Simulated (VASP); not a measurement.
# Ge5H2 in VASP: notebook, part 2 of 2

VASP 6.6.1.

## (4) Single point, PBE

Contents of INCAR:

```
SYSTEM = Ge5H2
ALGO = Normal
DIPOL = 0.5 0.5 0.343
EDIFF = 1E-6
ENCUT = 410
GGA = PE
GGA_COMPAT = .FALSE.
IDIPOL = 3
ISIF = 2
ISMEAR = 0
LASPH = .TRUE.
LCHARG = .FALSE.
LDIPOL = .TRUE.
LREAL = .FALSE.
LWAVE = .FALSE.
NBANDS = 164
NELM = 120
NELMDL = -8
PREC = Accurate
SIGMA = 0.05
```

Contents of KPOINTS:

```
k-points
0
G
  3 3 1
  0 0 0
```

Contents of POSCAR:

```
Ge5H2
1.0
    8.1473826809      0.0000000000      0.0000000000
    0.0000000000      8.1473826809      0.0000000000
    0.0000000000      0.0000000000     19.5175094652
Ge H
20 8
Direct
    0.5000000000      0.5000000000      0.2513865784
    0.5000000000      0.0000000000      0.2513865784
    0.0000000000      0.5000000000      0.2513865784
    0.0000000000      0.0000000000      0.2513865784
    0.7500000000      0.5000000000      0.3251801834
    0.7500000000      0.0000000000      0.3251801834
    0.2500000000      0.5000000000      0.3251801834
    0.2500000000      0.0000000000      0.3251801834
    0.7506663069      0.7496683154      0.4028225172
    0.7506663069      0.2503316846      0.4028225172
    0.2498679810      0.7500297023      0.3981677987
    0.2498679810      0.2499702977      0.3981677987
    0.0050112453      0.7353478194      0.4768578955
    0.0050112453      0.2646521806      0.4768578955
    0.4977165076      0.7248158075      0.4762371997
    0.4977165076      0.2751841925      0.4762371997
    0.0914639466      0.0000000000      0.5332406917
    0.0864906610      0.5000000000      0.5553234273
    0.3898862277      0.0000000000      0.5083834363
    0.4264344134      0.5000000000      0.5634347960
    0.5083944213      0.6502083350      0.2033868863
    0.5083944213      0.3497916650      0.2033868863
    0.5083944213      0.1502083350      0.2033868863
    0.5083944213     -0.1502083350      0.2033868863
   -0.0083944213      0.3497916650      0.2033868863
   -0.0083944213      0.6502083350      0.2033868863
   -0.0083944213     -0.1502083350      0.2033868863
   -0.0083944213      0.1502083350      0.2033868863
```

Potentials or basis: VASP PAW PBE potentials, release 64 (Ge_d, H).

Launch:

```sh
> cat potpaw_PBE.64/Ge_d/POTCAR potpaw_PBE.64/H/POTCAR > POTCAR
> mpirun -np 1 vasp_std > vasp.out
```

OUTCAR:

```text
SYSTEM = Ge5H2
   EDIFF = 1E-6
   ENCUT = 410
   GGA = PE
   ISIF = 2
   ISMEAR = 0
   LASPH = .TRUE.
   LREAL = .FALSE.
   NELM = 120
   NELMDL = -8
   PREC = Accurate

 ion  position               nearest neighbor table
   1  0.500  0.500  0.251-  21 1.54  22 1.54   5 2.49   7 2.49
   2  0.500  0.000  0.251-  23 1.54  24 1.54   6 2.49   8 2.49
   3  0.000  0.500  0.251-  25 1.54  26 1.54   5 2.49   7 2.49
   4  0.000  0.000  0.251-  27 1.54  28 1.54   6 2.49   8 2.49
   5  0.750  0.500  0.325-   1 2.49   3 2.49   9 2.54  10 2.54
   6  0.750  0.000  0.325-   2 2.49   4 2.49   9 2.54  10 2.54
[... 8 lines left out ...]
  15  0.498  0.725  0.476-  19 2.49   9 2.52  11 2.54  20 2.57
  16  0.498  0.275  0.476-  19 2.49  10 2.52  12 2.54  20 2.57
  17  0.091  0.000  0.533-  19 2.48  14 2.52  13 2.52
  18  0.086  0.500  0.555-  13 2.54  14 2.54  20 2.77
  19  0.390  0.000  0.508-  17 2.48  16 2.49  15 2.49
  20  0.426  0.500  0.563-  15 2.57  16 2.57  18 2.77
  21  0.508  0.650  0.203-   1 1.54
  22  0.508  0.350  0.203-   1 1.54
  23  0.508  0.150  0.203-   2 1.54
  24  0.508  0.850  0.203-   2 1.54
  25  0.992  0.350  0.203-   3 1.54
  26  0.992  0.650  0.203-   3 1.54
  27  0.992  0.850  0.203-   4 1.54
  28  0.992  0.150  0.203-   4 1.54

  LATTYP: Found a simple tetragonal cell.
[... 861 lines left out ...]
 [bands above 156 left out]

------------------------ aborting loop because EDIFF is reached ----------------------------------------

 vacuum level on the upper side and lower side of the slab       (xc-potential included)        -0.206        -0.176

  FORCE on cell =-STRESS in cart. coord.  units (eV):
  Direction    XX          YY          ZZ          XY          YZ          ZX
  --------------------------------------------------------------------------------------
  -------------------------------------------------------------------------------------
  Total       -6.1992531      3.6023684     -5.9279473      0.0000000      0.0000000      0.0222561
  in kB       -7.6663620      4.4549012     -7.3308492      0.0000000      0.0000000      0.0275232
  external PRESSURE =      -3.5141033 kB  Pullay stress =       0.0000000 kB

 VOLUME and BASIS-vectors are now :
 -----------------------------------------------------------------------------
  energy-cutoff  :      410.00
  volume of cell :     1295.57
      direct lattice vectors                 reciprocal lattice vectors
     8.147382681  0.000000000  0.000000000     0.122738803  0.000000000  0.000000000
     0.000000000  8.147382681  0.000000000     0.000000000  0.122738803  0.000000000
     0.000000000  0.000000000 19.517509465     0.000000000  0.000000000  0.051236045

 POSITION                                       TOTAL-FORCE (eV/Angst)
 -----------------------------------------------------------------------------------
      4.07369      4.07369      4.90644         0.061839      0.000000      0.295473
      4.07369      0.00000      4.90644         0.098575      0.000000      0.286406
      0.00000      4.07369      4.90644        -0.084426      0.000000      0.270421
      0.00000      0.00000      4.90644        -0.060214      0.000000      0.256576
      6.11054      4.07369      6.34671         0.077491      0.000000      0.144406
      6.11054      0.00000      6.34671         0.013495      0.000000      0.223479
[... 20 lines left out ...]
      8.07899      6.92358      3.96961         0.026786      0.020978      0.029554
      8.07899      1.22380      3.96961         0.026786     -0.020978      0.029554
 -----------------------------------------------------------------------------------
    total drift:                                0.001009      0.000000     -0.009950

  FREE ENERGIE OF THE ION-ELECTRON SYSTEM (eV)
  ---------------------------------------------------
  free  energy   TOTEN  =      -110.8875828110 eV

  energy  without entropy=     -110.8770121073  energy(sigma->0) =     -110.88229746

 vacuum level on the upper side and lower side of the slab         3.098         3.132
```

OSZICAR:

```text
N       E                     dE             d eps       ncg     rms          rms(c)
DAV:   1     0.334050951133E+04    0.33405E+04   -0.12667E+05  1576   0.278E+03
DAV:   2     0.556029224368E+03   -0.27845E+04   -0.27165E+04  1624   0.713E+02
DAV:   3    -0.523125381850E+02   -0.60834E+03   -0.59051E+03  1780   0.234E+02
DAV:   4    -0.111107212459E+03   -0.58795E+02   -0.57844E+02  1480   0.828E+01
[... 22 lines left out ...]
DAV:  27    -0.110887572577E+03   -0.55345E-05   -0.66413E-07   856   0.828E-03    0.535E-04
DAV:  28    -0.110887577283E+03   -0.47059E-05   -0.49298E-07   888   0.598E-03    0.399E-04
DAV:  29    -0.110887580245E+03   -0.29621E-05   -0.31363E-07   844   0.284E-03    0.264E-04
DAV:  30    -0.110887581919E+03   -0.16743E-05   -0.15579E-07   856   0.359E-03    0.150E-04
DAV:  31    -0.110887582811E+03   -0.89198E-06   -0.95338E-08   832   0.215E-03
   1 F= -.11088758E+03 E0= -.11088230E+03  d E =-.105707E-01
```

Wall time 54 min (1 thread of Intel Xeon Platinum 8259CL at 2.50GHz (Skylake/Cascade Lake), shared host); peak memory 1 GiB.

Results:

| Quantity | Value |
| --- | --- |
| Free energy | -110.8876 eV |
| Largest force | 0.568 eV/Å |
| Band gap on the k mesh | zero (bands 144 and 145 overlap by 0.10 eV) |

Forces in eV/Å, atoms in the order of the input:
```
Ge   0.062  0.000  0.295
Ge   0.099  0.000  0.286
Ge  -0.084  0.000  0.270
Ge  -0.060  0.000  0.257
Ge   0.077  0.000  0.144
Ge   0.013  0.000  0.223
Ge   0.003  0.000 -0.568
Ge  -0.096  0.000 -0.459
Ge   0.009  0.012 -0.011
Ge   0.009 -0.012 -0.011
Ge   0.006  0.022  0.006
Ge   0.006 -0.022  0.006
Ge   0.002 -0.003 -0.009
Ge   0.002  0.003 -0.009
Ge  -0.013  0.001  0.008
Ge  -0.013 -0.001  0.008
Ge  -0.009  0.000 -0.304
Ge   0.004  0.000 -0.247
Ge   0.011  0.000 -0.010
Ge  -0.001  0.000 -0.013
H   -0.038 -0.018  0.007
H   -0.038  0.018  0.007
H   -0.046 -0.016  0.026
H   -0.046  0.016  0.026
H    0.045  0.024  0.006
H    0.045 -0.024  0.006
H    0.027  0.021  0.030
H    0.027 -0.021  0.030
```

## (5) The runs side by side

| cell | gap on the mesh (eV) | largest force (eV/Å) |
| --- | --- | --- |
| as given, atomic positions A | none | 0.67 |
| as given, atomic positions B | none | 0.71 |
| as given, atomic positions C | none | 0.57 |

Alike in all rows: task single point; level PBE; potentials or basis VASP PAW PBE potentials, release 64 (Ge_d, H); no spin polarisation; k mesh 3 × 3 × 1; cutoff (eV) 410; smearing gaussian 0.05 eV.

Total energies depend on the potentials used, so only differences within one code and one set of settings carry meaning.
